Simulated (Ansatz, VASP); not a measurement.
## Ag in VASP and in Ansatz

Contents of INCAR:

```
SYSTEM = Ag
PREC = Accurate
ENCUT = 520
EDIFF = 1E-8
ISMEAR = -1
SIGMA = 0.05
LREAL = .False.
LASPH = .True.
NELM = 60
ALGO = Normal
ISIF = 2
LWAVE = .False.
LCHARG = .False.
LEFG = .True.
NBANDS = 18
```

File KPOINTS:

```
Automatic mesh
0
Gamma
  14 14 8
  0 0 0
```

File POSCAR:

```
Ag
1.0
    2.9299980804      0.0292999808      0.0292999808
   -1.4396245125      2.5228027803      0.0107245373
    0.0479000000      0.0479000000      4.7900000000
Ag
2
Direct
    0.3333333333      0.6666666667      0.2500000000
    0.6666666667      0.3333333333      0.7500000000
```

Input for Ansatz:

```yaml
crystal:
  lattice:
    - [2.9299980804, 0.0292999808, 0.0292999808]
    - [-1.4396245125, 2.5228027803, 0.0107245373]
    - [0.0479, 0.0479, 4.79]
  atoms:
    - { symbol: Ag, position: [0.3333333333, 0.6666666667, 0.25] }
    - { symbol: Ag, position: [0.6666666667, 0.3333333333, 0.75] }
kpoints:
  mp_grid: { grid: [14, 14, 8] }
scf:
  occupations: { method: fermi_dirac, width: 0.05 }
hamiltonian:
  xc: lda
  pseudopotentials: { kind: paw }
output:
  forces: true
  stress: true
  eigenvalues: true
  efg: { contact_densities: true }
```

Change from the starting cell: equal xy, yz and zx shear strains of +2 %, PAW files.

Alike in both runs: task electric field gradients; functional LDA; k mesh 14 × 14 × 8; occupations fermi-dirac, width 0.05 eV; no spin polarisation.

|  | VASP | Ansatz |
| --- | --- | --- |
| version | VASP 6.6.1 | Ansatz 0.2.0 |
| potentials or method | VASP PAW LDA potentials, release 64 (Ag) | PAW with Ansatz's default frozen-core files, scalar-relativistic |
| plane-wave cutoff (eV) | 520 | 420 |
| valence electrons in the cell | 22 | 38 |

|  | VASP | Ansatz | Ansatz less VASP |
| --- | --- | --- | --- |
| pressure (GPa) | -10.4 | -10.5 | -0.15 |
| traceless stress, the component that is largest in VASP (GPa) | -0.52 | -0.51 | +0.007 |
| rms of the force components (eV/Å) | 0.006 | 0.006 | -0.0001 |
| size of Vzz on the site where it differs most (V/Å²) | 5.0 | 4.2 | -0.81 |

LDA's correlation is that of Perdew and Zunger in VASP and of Perdew and Wang (1992) in Ansatz. Atom by atom the forces differ by 0.000 eV/Å (rms over components). VASP's potentials hold 22 valence electrons a cell and Ansatz's 38, so a difference there can come from the potentials and not from the codes.
